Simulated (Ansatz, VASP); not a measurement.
CdBr: VASP beside Ansatz

```
CELL_PARAMETERS angstrom
3.36323 0.00000 0.00000
0.00000 3.36323 0.00000
0.00000 0.00000 4.84371
ATOMIC_POSITIONS crystal
Cd 0.00000 0.00000 0.00000
Br 0.50000 0.50000 0.50000
```

Change from the starting cell: species swapped into the VPt type (P4/mmm, No. 123).

Alike in both runs: task relaxation of cell and atoms; functional PBE; k mesh 16 × 16 × 12; occupations gaussian, width 0.1 eV; no spin polarisation.

```csv
,VASP,Ansatz
version,VASP 6.6.1,Ansatz 0.2.0
potentials or method,"VASP PAW PBE potentials, release 64 (Cd, Br), cutoff 600 eV","scalar-relativistic, plane waves, PAW"
valence electrons in the cell,19,27
```

Ansatz gave:

| Quantity | Value |
| --- | --- |
| gap on the k mesh at the Fermi level, each at its own relaxed structure (eV) | none |
| relaxed volume (Å³/atom) | 26.70 |
| relaxed cell length with the largest relative difference (Å) | 3.767 |

Problem. Estimate VASP's values.

Solution. gap on the k mesh at the Fermi level, each at its own relaxed structure (eV): none; relaxed volume (Å³/atom): 26.79; relaxed cell length with the largest relative difference (Å): 3.772.

A gap of «none» marks a metal or a gap that the smearing closes. VASP's potentials hold 19 valence electrons a cell and Ansatz's 27, so a difference there can come from the potentials and not from the codes.
